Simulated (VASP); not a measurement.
A run of VASP 6.6.1 is set up as follows.

The input INCAR:

```
ALGO = Normal
EDIFF = 1E-6
ENCUT = 600
GGA = PE
GGA_COMPAT = False
ISIF = 2
ISMEAR = 0
LASPH = True
LCHARG = False
LMAXMIX = 6
LREAL = False
LWAVE = False
NBANDS = 23
NELM = 200
PREC = Accurate
SIGMA = 0.2
```

Contents of KPOINTS:

```
k-points
0
Gamma
  6 6 4
```

File POSCAR:

```
PrMgH
1.0
    3.5811869064     -0.0002482964     -0.0003145656
   -0.0002826812      3.5774285265     -0.0002763415
   -0.0012036256     -0.0022244946      9.0664950612
Pr Mg H
2 2 2
Direct
   -0.0000690728      0.0000210651     -0.0001874670
   -0.0000236745     -0.0000980769      0.4999228299
    0.5003468329      0.5001787058      0.2498341049
    0.4998265060      0.4999956893      0.7498416219
    0.5000653137      0.4998813025      0.5005568720
    0.4998540947      0.5000213143      1.0000320383
```

Potentials or basis: VASP PAW PBE potentials, release 64 (Pr_3, Mg, H), 4f in core.

Run with:

```console
$ cat potpaw_PBE.64/Pr_3/POTCAR potpaw_PBE.64/Mg/POTCAR potpaw_PBE.64/H/POTCAR > POTCAR
$ mpirun -np 1 vasp_std > vasp.out
```

Task: What does it give for the pressure?

Result: 0.2 GPa.

Task: Predict the largest force.

Result: 0.006 eV/Å.

Forces on the atoms (eV/Å):
```
Pr   0.001  0.000  0.002
Pr   0.001  0.001  0.001
Mg  -0.004 -0.002  0.002
Mg   0.001  0.000  0.002
H    0.000  0.001 -0.006
H    0.001  0.000 -0.001
```

Caveat: spin-orbit coupling is left out, which moves the levels of the heavy elements; the 4f electrons are frozen in the core, so they carry no moment and show no levels. Spin polarisation is off, so any magnetic state and its effect on volume and gap are missing.
